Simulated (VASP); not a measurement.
Here is a VASP 6.6.1 calculation.

INCAR

```
SYSTEM = Ge2Sb2Te5
PREC = Accurate ; ENCUT = 520
EDIFF = 1E-6 ; ISMEAR = 0
SIGMA = 0.03 ; LREAL = .False.
LASPH = .True. ; NELM = 80
ALGO = Normal ; ISIF = 2
LWAVE = .False. ; LCHARG = .True.
GGA = PS ; LELF = .True.
LVHAR = .True. ; NBANDS = 44
```

File KPOINTS:

```
Automatic mesh
0
Gamma
  10 10 2
  0 0 0
```

POSCAR

```
Ge2Sb2Te5
1.0
    4.2020389161      0.0000000000      0.0000000000
   -2.1010194581      3.6390724491      0.0000000000
    0.0000000000      0.0000000000     17.1147626968
Te Sb Ge
5 2 2
Direct
    0.0000000000      0.0000000000      0.0000000000
    0.6666666667      0.3333333333      0.2188051247
    0.3333333333      0.6666666667      0.4204103623
    0.6666666667      0.3333333333      0.5795896377
    0.3333333333      0.6666666667      0.7811948753
    0.3333333333      0.6666666667      0.1167085656
    0.6666666667      0.3333333333      0.8832914344
    0.0000000000      0.0000000000      0.3378686793
    0.0000000000      0.0000000000      0.6621313207
```

Potentials or basis: VASP PAW PBE potentials, release 64 (Te, Sb, Ge_d).

Run with:

```bash
$ cat potpaw_PBE.64/Te/POTCAR potpaw_PBE.64/Sb/POTCAR potpaw_PBE.64/Ge_d/POTCAR > POTCAR
$ mpirun -np 1 vasp_std > vasp.out
```

(1) Estimate the largest force.

(2) Predict the band gap on the k mesh.

(3) Predict the pressure.

Answers

(1) 0.027 eV/Å.

(2) 0.06 eV, indirect (least direct gap 0.12 eV).

(3) 0.1 GPa.

Caveat: the PAW data sets were made with another functional, which shifts forces and pressure a little; spin-orbit coupling is left out, which moves the levels of the heavy elements.
